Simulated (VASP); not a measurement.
# MgSnN in VASP: notebook

Runs on MgSnN. Level: PBE. Tasks: relaxation of cell and atoms, single point.

All numbers are computed with VASP 6.6.1; they aren't measurements. Logs are shortened: lines on timing, memory, paths and dates and some standing lists are left out, and cuts for length are marked.

## (1) The cell of the first run

Symmetry: Pmmm, No. 47, orthorhombic system. The conventional cell has a = 3.651 Å, b = 3.686 Å, c = 3.799 Å, α = 90.00°, β = 90.00°, γ = 90.00°. Within 3.4 Å of Mg (site symmetry mmm) lie 4 N at 2.59 Å and 8 Sn at 3.22 Å. Sn (site symmetry mmm) has 2 N at 1.90 Å within 2.5 Å. Within 2.5 Å of N (site symmetry mmm) lie 2 Sn at 1.90 Å.

## (2) Relaxation of cell and atoms, PBE

Input file INCAR:

```
SYSTEM = MgSnN
PREC = Accurate
ENCUT = 600
EDIFF = 1E-6
ISMEAR = 0
SIGMA = 0.1
LREAL = .FALSE.
LASPH = .TRUE.
NELM = 80
ALGO = Normal
ISIF = 3
LWAVE = .FALSE.
LCHARG = .FALSE.
GGA = PE
IBRION = 2
NSW = 90
EDIFFG = -0.04
```

Input file KPOINTS:

```
Automatic mesh
0
G
  6 6 4
  0 0 0
```

Input file POSCAR:

```
MgSnN
1.0
    3.6507694300      0.0000000000      0.0000000000
    0.0000000000      3.6858561300      0.0000000000
    0.0000000000      0.0000000000      3.7994485400
Mg Sn N
1 1 1
Direct
    0.0000000000      0.0000000000      0.0000000000
    0.5000000000      0.5000000000      0.5000000000
    0.5000000000      0.5000000000      0.0000000000
```

Potentials or basis: VASP PAW PBE potentials, release 64 (Mg, Sn_d, N).

Run with:

```bash
$ cat potpaw_PBE.64/Mg/POTCAR potpaw_PBE.64/Sn_d/POTCAR potpaw_PBE.64/N/POTCAR > POTCAR
$ mpirun -np 1 vasp_std > vasp.out
```

OUTCAR:

```text
SYSTEM = MgSnN
   PREC = Accurate
   ENCUT = 600
   EDIFF = 1E-6
   ISMEAR = 0
   LREAL = .FALSE.
   LASPH = .TRUE.
   NELM = 80
   ISIF = 3
   GGA = PE
   IBRION = 2
   NSW = 90
   EDIFFG = -0.04

 ion  position               nearest neighbor table
   1  0.000  0.000  0.000-   3 2.59   3 2.59   3 2.59   3 2.59   2 3.22   2 3.22   2 3.22   2 3.22
                             2 3.22   2 3.22   2 3.22   2 3.22
   2  0.500  0.500  0.500-   3 1.90   3 1.90   1 3.22   1 3.22   1 3.22   1 3.22   1 3.22   1 3.22
                             1 3.22   1 3.22
   3  0.500  0.500  0.000-   2 1.90   2 1.90   1 2.59   1 2.59   1 2.59   1 2.59

  LATTYP: Found a simple orthorhombic cell.
 ALAT       =     3.6507694300
 B/A-ratio  =     1.0096107685
 C/A-ratio  =     1.0407254177

  Lattice vectors:

 A1 = (   3.6507694300,   0.0000000000,   0.0000000000)
 A2 = (   0.0000000000,   3.6858561300,   0.0000000000)
 A3 = (   0.0000000000,   0.0000000000,   3.7994485400)

Analysis of symmetry for initial positions (statically):
=====================================================================
 Subroutine PRICEL returns:
 Original cell was already a primitive cell.

 Routine SETGRP: Setting up the symmetry group for a
 simple orthorhombic supercell.

 Subroutine GETGRP returns: Found  8 space group operations
 (whereof  8 operations were pure point group operations)
 out of a pool of  8 trial point group operations.

The static configuration has the point symmetry D_2h.

Analysis of symmetry for dynamics (positions and initial velocities):
=====================================================================
 Subroutine PRICEL returns:
 Original cell was already a primitive cell.

 Routine SETGRP: Setting up the symmetry group for a
 simple orthorhombic supercell.

 Subroutine GETGRP returns: Found  8 space group operations
 (whereof  8 operations were pure point group operations)
 out of a pool of  8 trial point group operations.

The dynamic configuration has the point symmetry D_2h.

 Subroutine INISYM returns: Found  8 space group operations
 (whereof  8 operations are pure point group operations),
 and found     1 'primitive' translations

----------------------------------------------------------------------------------------

                                     Primitive cell

  volume of cell :      51.1262

  direct lattice vectors                    reciprocal lattice vectors
     3.650769430  0.000000000  0.000000000     0.273914861  0.000000000  0.000000000
     0.000000000  3.685856130  0.000000000     0.000000000  0.271307388  0.000000000
     0.000000000  0.000000000  3.799448540     0.000000000  0.000000000  0.263196090

  length of vectors
     3.650769430  3.685856130  3.799448540     0.273914861  0.271307388  0.263196090

  position of ions in fractional coordinates (direct lattice)
     0.000000000  0.000000000  0.000000000
     0.500000000  0.500000000  0.500000000
     0.500000000  0.500000000  0.000000000

  ion indices of the primitive-cell ions
   primitive index   ion index
                 1           1
                 2           2
                 3           3

----------------------------------------------------------------------------------------

 KPOINTS: Automatic mesh

Automatic generation of k-mesh.
 Grid dimensions read from file:
 generate k-points for:    6    6    4

 Generating k-lattice:

  Cartesian coordinates                     Fractional coordinates (reciprocal lattice)
     0.045652477  0.000000000  0.000000000     0.166666667  0.000000000  0.000000000
     0.000000000  0.045217898  0.000000000     0.000000000  0.166666667  0.000000000
     0.000000000  0.000000000  0.065799023     0.000000000  0.000000000  0.250000000

  Length of vectors
     0.045652477  0.045217898  0.065799023

  Shift w.r.t. Gamma in fractional coordinates (k-lattice)
     0.000000000  0.000000000  0.000000000

 Subroutine IBZKPT returns following result:
 ===========================================

 Found     48 irreducible k-points:

 Following reciprocal coordinates:
            Coordinates               Weight
  0.000000  0.000000  0.000000      1.000000
  0.166667  0.000000  0.000000      2.000000
  0.333333  0.000000  0.000000      2.000000
  0.500000  0.000000  0.000000      1.000000
  0.000000  0.166667  0.000000      2.000000
  0.166667  0.166667  0.000000      4.000000
[... 16 lines left out ...]
  0.333333  0.166667  0.250000      8.000000
  0.500000  0.166667  0.250000      4.000000
 [... further k-points ...]
   k-points           NKPTS =     48   k-points in BZ     NKDIM =     48   number of bands    NBANDS=     14
   number of dos      NEDOS =    301   number of ions     NIONS =      3
   total plane-waves  NPLWV =  27000
   dimension x,y,z NGX =    30 NGY =   30 NGZ =   30
   dimension x,y,z NGXF=    60 NGYF=   60 NGZF=   60
   ions per type =               1   1   1
   NGX,Y,Z   is equivalent  to a cutoff of  13.66, 13.53, 13.13 a.u.
[... 61 lines left out ...]
  energy without entropy =      -11.56606123  energy(sigma->0) =      -11.57253579

------------------------ aborting loop because EDIFF is reached ----------------------------------------

  FORCE on cell =-STRESS in cart. coord.  units (eV):
  Direction    XX          YY          ZZ          XY          YZ          ZX
  --------------------------------------------------------------------------------------
  -------------------------------------------------------------------------------------
  Total       -2.4918716     -2.6128376     19.6069470      0.0000000      0.0000000      0.0000000
  in kB      -78.0895461    -81.8803425    614.4367818      0.0000000      0.0000000      0.0000000
  external PRESSURE =     151.4889644 kB  Pullay stress =       0.0000000 kB
[... 61 lines left out ...]
--------------------------------------- Ionic step        3  -------------------------------------------

 number of electron      21.0000014 magnetization

 E-fermi :   5.2536     XC(G=0):  -9.6450

 val. band max:        5.2179677805   @ k =   0.5000   0.5000   0.0000
 cond. band min:       5.3061354027   @ k =   0.3333   0.3333   0.2500
 fundamental gap:      0.0881676222
 Fermi energy:         5.2535951501

 k-point     1 :       0.0000    0.0000    0.0000
  band No.  band energies     occupation
      1     -16.2790      2.00000
      2     -16.2119      2.00000
      3     -16.1923      2.00000
      4     -16.1227      2.00000
      5     -16.1217      2.00000
      6      -8.7588      2.00000
      7      -1.6438      2.00000
      8       0.3466      2.00000
      9       3.2329      2.00000
     10       3.3120      2.00000
     11       6.7672      0.00000
     12       8.9894      0.00000
     13       9.4875      0.00000
     14       9.6370      0.00000
[... 377 lines left out ...]
      1     -16.2253      2.00000
      2     -16.2101      2.00000
      3     -16.1527      2.00000
      4     -16.1462      2.00000
      5     -16.1285      2.00000
      6      -8.1704      2.00000
      7      -1.4429      2.00000
      8       0.3111      2.00000
      9       2.8637      2.00000
     10       3.5030      2.00000
     11       3.9424      2.00000
     12       8.3135      0.00000
     13       8.4998      0.00000
     14      10.1235      0.00000

 [... further k-points ...]
[... 5 lines left out ...]
  --------------------------------------------------------------------------------------
  -------------------------------------------------------------------------------------
  Total       -5.4398185     -5.7474202     -1.0088938     -0.0000000      0.0000000      0.0000000
  in kB     -148.1332700   -156.5096604    -27.4734798     -0.0000000      0.0000000      0.0000000
  external PRESSURE =    -110.7054700 kB  Pullay stress =       0.0000000 kB
[... 18 lines left out ...]
  FREE ENERGIE OF THE ION-ELECTRON SYSTEM (eV)
  ---------------------------------------------------
  free  energy   TOTEN  =       -13.3670025564 eV

  energy  without entropy=      -13.3616819200  energy(sigma->0) =      -13.36434224

[... ionic steps 4 to 7 ...]

--------------------------------------- Ionic step        8  -------------------------------------------

 number of electron      20.9999986 magnetization

------------------------ aborting loop because EDIFF is reached ----------------------------------------
[... 69 lines left out ...]
--------------------------------------- Ionic step       10  -------------------------------------------

 number of electron      20.9999987 magnetization

 Free energy of the ion-electron system (eV)
  ---------------------------------------------------
  ext. energy  EPLUGINS =         0.00000000
  ---------------------------------------------------
  free energy    TOTEN  =       -14.24497546 eV

  energy without entropy =      -14.24193146  energy(sigma->0) =      -14.24345346

 E-fermi :   7.0201     XC(G=0): -10.6856

 val. band max:        6.8360320385   @ k =   0.3333   0.0000   0.0000
 cond. band min:       7.0553410063   @ k =   0.5000   0.5000   0.0000
 fundamental gap:      0.2193089677
 Fermi energy:         7.0200513493

 k-point     1 :       0.0000    0.0000    0.0000
  band No.  band energies     occupation
      1     -14.5640      2.00000
      2     -14.4244      2.00000
      3     -14.2540      2.00000
      4     -14.2540      2.00000
      5     -14.2415      2.00000
      6      -7.4157      2.00000
      7      -1.1146      2.00000
      8       1.5586      2.00000
      9       5.9041      2.00000
     10       5.9045      2.00000
     11      11.1749      0.00000
     12      11.4816      0.00000
     13      13.2849      0.00000
     14      13.2856      0.00000
[... 377 lines left out ...]
      1     -14.3882      2.00000
      2     -14.3598      2.00000
      3     -14.3593      2.00000
      4     -14.2715      2.00000
      5     -14.2121      2.00000
      6      -6.1976      2.00000
      7       0.4897      2.00000
      8       1.6487      2.00000
      9       4.5058      2.00000
     10       5.0305      2.00000
     11       5.8686      2.00000
     12      11.3179      0.00000
     13      11.8982      0.00000
     14      13.2378      0.00000

 [... further k-points ...]
[... 5 lines left out ...]
  --------------------------------------------------------------------------------------
  -------------------------------------------------------------------------------------
  Total        0.0254568      0.0250773      0.0196199     -0.0000000      0.0000000      0.0000000
  in kB        0.8792378      0.8661321      0.6776422     -0.0000000      0.0000000      0.0000000
  external PRESSURE =       0.8076707 kB  Pullay stress =       0.0000000 kB
[... 18 lines left out ...]
  FREE ENERGIE OF THE ION-ELECTRON SYSTEM (eV)
  ---------------------------------------------------
  free  energy   TOTEN  =       -14.2449754589 eV

  energy  without entropy=      -14.2419314558  energy(sigma->0) =      -14.24345346

 reached required accuracy - stopping structural energy minimisation
```

Wall time 5.9 min (1 thread of Oxide Virtual Turin-like, shared host); peak memory 0.18 GiB.

What came out:

| Quantity | Value |
| --- | --- |
| Free energy | -14.2450 eV |
| Relaxed volume | 15.46 Å³/atom |
| Relaxed cell | a = 3.123 Å, b = 3.123 Å, c = 4.757 Å, α = 90.00°, β = 90.00°, γ = 90.00° |
| Space group after relaxing (to 0.05 Å) | P4/mmm (No. 123) |
| Energy gained by relaxing | 888.7 meV/atom |
| Ionic steps | 10 |
| Pressure after relaxing | 0.1 GPa |

Step by step:
```
step  energy change (eV)  largest force (eV/Å)  pressure (GPa)  volume (Å³)
   1              0.0000                0.0000           15.15        51.13
   2             -1.7133                0.0000          -14.56        61.84
   3             -1.7880                0.0000          -11.07        58.84
   4             -2.5712                0.0000           -5.67        49.99
   5             -2.6614                0.0000           -1.71        47.26
   6             -2.6638                0.0000           -0.46        46.67
   7             -2.6637                0.0000           -0.99        46.90
   8             -2.6657                0.0000           -0.24        46.51
   9             -2.6658                0.0000           -0.28        46.55
  10             -2.6660                0.0000            0.08        46.39
```

Final structure:
```
CELL_PARAMETERS angstrom
3.12259 0.00000 0.00000
0.00000 3.12267 0.00000
0.00000 0.00000 4.75737
ATOMIC_POSITIONS crystal
Mg 0.00000 0.00000 0.00000
Sn 0.50000 0.50000 0.50000
N 0.50000 0.50000 0.00000
```

Caveat: the k points lie up to 0.34 Å⁻¹ apart in the final cell; spin-orbit coupling is left out, which moves the levels of the heavy elements.

## (3) Single point, PBE

This run uses another cell than the first one: it holds 6 atoms, not 3.

Input file INCAR:

```
ALGO     = Normal         # electronic algorithm
EDIFF    = 1E-7           # SCF threshold, eV
ENCUT    = 520            # plane-wave cutoff, eV
GGA      = PE             # functional
ISIF     = 2              # what is computed and relaxed
ISMEAR   = 0              # smearing method
LASPH    = True           # aspherical terms in the spheres
LCHARG   = True           # write CHGCAR
LELF     = True           # ELF
LREAL    = False          # projectors in reciprocal space
LVHAR    = True         
LWAVE    = False          # write WAVECAR
NBANDS   = 30             # bands
NELM     = 80             # most SCF steps
PREC     = Accurate       # precision mode
SIGMA    = 0.2            # smearing width, eV
```

Input file KPOINTS:

```
k-points
0
Gamma
  8 4 4
```

Input file POSCAR:

```
MgSnN
1.0
   -3.1119803937     -0.0024825668      0.0001599994
    0.0002486240     -0.0005576454     -4.8003938581
   -0.0049618625     -6.2281140787     -0.0007232374
Mg Sn N
2 2 2
Direct
    0.0003100241     -0.0001629946      0.5000182022
   -0.0001891829     -0.0002484544     -0.0000102337
    0.5000789691      0.4991833271      0.7499925677
    0.4996957041      0.5000888280      0.2501001909
    0.5005263178      0.0009249023      0.7499459484
    0.4995781677      0.0002143918      0.2499533245
```

Potentials or basis: VASP PAW PBE potentials, release 64 (Mg, Sn_d, N).

Run with:

```bash
$ cat potpaw_PBE.64/Mg/POTCAR potpaw_PBE.64/Sn_d/POTCAR potpaw_PBE.64/N/POTCAR > POTCAR
$ mpirun -np 1 vasp_std > vasp.out
```

It took 4.9 min on 1 thread of Oxide Virtual Turin-like, shared host; peak memory 0.28 GiB.

The run converged. Its results:

```
Free energy            : -28.5421 eV
Pressure               : -0.2 GPa
Largest force          : 0.006 eV/Å
Band gap on the k mesh : zero (band 21 reaches 8.86 eV, above the bottom of band 22 at 5.78 eV)
```

Forces in eV/Å, atoms in the order of the input:
```
Mg   0.005  0.002  0.000
Mg  -0.003  0.000 -0.001
Sn  -0.001 -0.002 -0.006
Sn  -0.001  0.003  0.004
N    0.005 -0.002  0.001
N   -0.005 -0.001  0.001
```

Stress tensor (GPa, compression positive):
```
-0.18 -0.08  0.01
-0.08 -0.34 -0.01
 0.01 -0.01 -0.03
```

Levels at points of the mesh, in eV from the Fermi level:
```
           k point  band 18  band 19  band 20  band 21  band 22  band 23  band 24  band 25
(0.00, 0.00, 0.00)    -1.96    -1.18    -1.17    -0.90     2.70     3.93     4.37     6.10
(0.50, 0.00, 0.00)    -3.24    -2.24    -1.96    -0.91    -0.21    -0.19     1.15     2.70
(0.00, 0.50, 0.00)    -0.97    -0.77    -0.57    -0.45     0.54     2.81     5.19     5.21
(0.50, 0.50, 0.00)    -3.68    -1.98    -1.96    -0.77     0.54     2.10     2.25     2.81
(0.00, 0.00, 0.50)    -3.50    -1.04    -1.04     1.12     1.12     3.60     3.61     5.90
(0.50, 0.00, 0.50)    -3.80    -2.38    -2.38    -1.37    -1.37     3.51     3.52     3.73
(0.00, 0.50, 0.50)    -1.29    -0.87    -0.87     0.84     0.84     1.04     1.04     6.25
(0.50, 0.50, 0.50)    -3.57    -2.44    -2.44     0.21     0.21     3.54     3.54     4.18
```

Caveat: spin-orbit coupling is left out, which moves the levels of the heavy elements.

## (4) Relaxation of cell and atoms, PBE

This run uses another cell than the first one, of 15.53 Å³/atom, 0.911 times its volume.

Input file INCAR:

```
PREC = Accurate
ENCUT = 600
EDIFF = 1E-6
ISMEAR = 0
SIGMA = 0.1
LREAL = False
LASPH = True
NELM = 60
ALGO = Normal
ISIF = 3
LWAVE = False
LCHARG = False
GGA = PE
IBRION = 2
NSW = 100
EDIFFG = -0.01
```

Input file KPOINTS:

```
Automatic mesh
0
Gamma
  14 14 10
```

Input file POSCAR:

```
MgSnN
1.0
    3.1267151960      0.0000000000      0.0000000000
    0.0000000000      3.1267151960      0.0000000000
    0.0000000000      0.0000000000      4.7642892318
Mg Sn N
1 1 1
Direct
    0.0000000000      0.0000000000      0.0000000000
    0.5000000000      0.5000000000      0.5000000000
    0.5000000000      0.5000000000      0.0000000000
```

Run with:

```bash
$ cat potpaw_PBE.64/Mg/POTCAR potpaw_PBE.64/Sn_d/POTCAR potpaw_PBE.64/N/POTCAR > POTCAR
$ mpirun -np 1 vasp_std > vasp.out
```

Run time: 8.8 min. Hardware: 1 thread of Oxide Virtual Turin-like, shared host; peak memory 0.33 GiB.

It converged, with:

- Free energy: -14.2203 eV
- Relaxed volume: 15.50 Å³/atom
- Relaxed cell: a = 3.115 Å, b = 3.115 Å, c = 4.794 Å, α = 90.00°, β = 90.00°, γ = 90.00°
- Space group after relaxing (to 0.05 Å): P4/mmm (No. 123)
- Energy gained by relaxing: 0.5 meV/atom
- Ionic steps: 4
- Pressure after relaxing: -0.1 GPa

Step by step:
| step | energy change (eV) | largest force (eV/Å) | pressure (GPa) | volume (Å³) |
| --- | --- | --- | --- | --- |
| 1 | 0.0000 | 0.0000 | -0.27 | 46.58 |
| 2 | -0.0014 | 0.0000 | 0.16 | 46.40 |
| 3 | -0.0015 | 0.0000 | 0.23 | 46.37 |
| 4 | -0.0016 | 0.0000 | -0.06 | 46.51 |

Final structure:
```yaml
crystal:
  lattice:
    - [3.11454, 0.00000, 0.00000]
    - [0.00000, 3.11454, 0.00000]
    - [0.00000, 0.00000, 4.79432]
  atoms:
    - { symbol: Mg, position: [0.00000, 0.00000, 0.00000] }
    - { symbol: Sn, position: [0.50000, 0.50000, 0.50000] }
    - { symbol: N, position: [0.50000, 0.50000, 0.00000] }
```

Levels at points of the mesh, in eV from the Fermi level:
```
           k point  band 7  band 8  band 9  band 10  band 11  band 12  band 13  band 14
(0.00, 0.00, 0.00)   -8.25   -5.46   -1.05    -1.05     4.09     4.50     6.26     6.26
(0.50, 0.00, 0.00)   -6.09   -5.39   -4.15    -1.81    -0.79     2.86     6.72     8.03
(0.50, 0.50, 0.00)   -4.36   -4.36   -3.12    -2.09    -0.04    -0.04     1.30     5.99
(0.00, 0.00, 0.50)  -10.31   -0.85   -0.85    -0.42    -0.29     5.35     5.35     7.09
(0.50, 0.00, 0.50)   -7.61   -4.71   -4.35    -0.65     0.69     2.97     5.40     8.13
(0.50, 0.50, 0.50)   -5.11   -3.55   -3.55    -1.81    -1.81     2.25     2.41     3.58
```

Caveat: spin-orbit coupling is left out, which moves the levels of the heavy elements.

## (5) Overview

```csv
task,cell,k mesh,cutoff (eV),smearing,gap on the mesh (eV),pressure (GPa),relaxed volume (Å³/atom)
relaxation of cell and atoms,"relaxed from a = 3.651, b = 3.686, c = 3.799 Å, 3 atoms",6 × 6 × 4,600,gaussian 0.1 eV,none,0.1,15.46
single point,"a = 3.112, b = 4.800, c = 6.228 Å, angles 90.0, 89.9, 90.0°, 6 atoms",8 × 4 × 4,520,gaussian 0.2 eV,none,-0.2,-
relaxation of cell and atoms,"relaxed from a = 3.127, b = 3.127, c = 4.764 Å, 3 atoms",14 × 14 × 10,600,gaussian 0.1 eV,none,-0.1,15.50
```

Alike in all rows: level PBE; potentials or basis VASP PAW PBE potentials, release 64 (Mg, Sn_d, N); no spin polarisation.

Caveats: some runs use coarse meshes; spin-orbit coupling is left out, which moves the levels of the heavy elements.

Absolute energies hang on the potentials; compare differences alone.
